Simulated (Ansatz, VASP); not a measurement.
One calculation of Ir, two programs

Contents of INCAR:

```
PREC = Accurate
ENCUT = 520
EDIFF = 1E-8
ISMEAR = -1
SIGMA = 0.05
LREAL = False
LASPH = True
NELM = 100
ALGO = Normal
ISIF = 2
LWAVE = False
LCHARG = False
GGA = PE
LEFG = True
NBANDS = 16
```

Contents of KPOINTS:

```
Automatic mesh
0
Gamma
  10 10 10
```

The input POSCAR:

```
Ir
1.0
    0.0000000000      2.6272165707      2.6272165707
    2.6272165707      0.0000000000      2.6272165707
    2.6272165707      2.6272165707      0.0000000000
Ir
2
Direct
   -0.1475000000     -0.1175000000     -0.1175000000
    0.1475000000      0.1175000000      0.1175000000
```

Input for Ansatz:

```yaml
crystal:
  lattice:
    - [0.0, 2.6272165707, 2.6272165707]
    - [2.6272165707, 0.0, 2.6272165707]
    - [2.6272165707, 2.6272165707, 0.0]
  atoms:
    - { symbol: Ir, position: [-0.1475, -0.1175, -0.1175] }
    - { symbol: Ir, position: [0.1475, 0.1175, 0.1175] }
kpoints:
  mp_grid: { grid: [10, 10, 10] }
scf:
  occupations: { method: fermi_dirac, width: 0.05 }
hamiltonian:
  xc: pbe
  pseudopotentials: { kind: paw }
output:
  forces: true
  stress: true
  eigenvalues: true
  efg: { contact_densities: true }
  populations: true
```

Change from the starting cell: shortest bond scaled by 0.94, PAW files.

Alike in both runs: task electric field gradients; functional PBE; k mesh 10 × 10 × 10; occupations fermi-dirac, width 0.05 eV; no spin polarisation.

|  | VASP | Ansatz |
| --- | --- | --- |
| version | VASP 6.6.1 | Ansatz 0.2.0 |
| potentials or method | VASP PAW PBE potentials, release 64 (Ir) | PAW with Ansatz's default frozen-core files, scalar-relativistic |
| plane-wave cutoff (eV) | 520 | 420 |
| valence electrons in the cell | 18 | 34 |

|  | VASP | Ansatz | Ansatz less VASP |
| --- | --- | --- | --- |
| pressure (GPa) | 50.0 | 52.9 | +2.97 |
| traceless stress, the component that is largest in VASP (GPa) | -14.78 | -16.30 | -1.525 |
| rms of the force components (eV/Å) | 2.457 | 2.727 | +0.2704 |
| size of Vzz on the site where it differs most (V/Å²) | 34.8 | 77.2 | +42.40 |

Atom by atom the forces differ by 0.270 eV/Å (rms over components). Both programs put the cell under a high pressure, so it lies far from rest at this level. One of these differences is far larger than is usual between the two programs; its cause wasn't traced. The functional is the same, so the differences come from potentials, cutoffs and numerics. VASP's potentials hold 18 valence electrons a cell and Ansatz's 34, so a difference there can come from the potentials and not from the codes.

Spin-orbit coupling is off throughout.
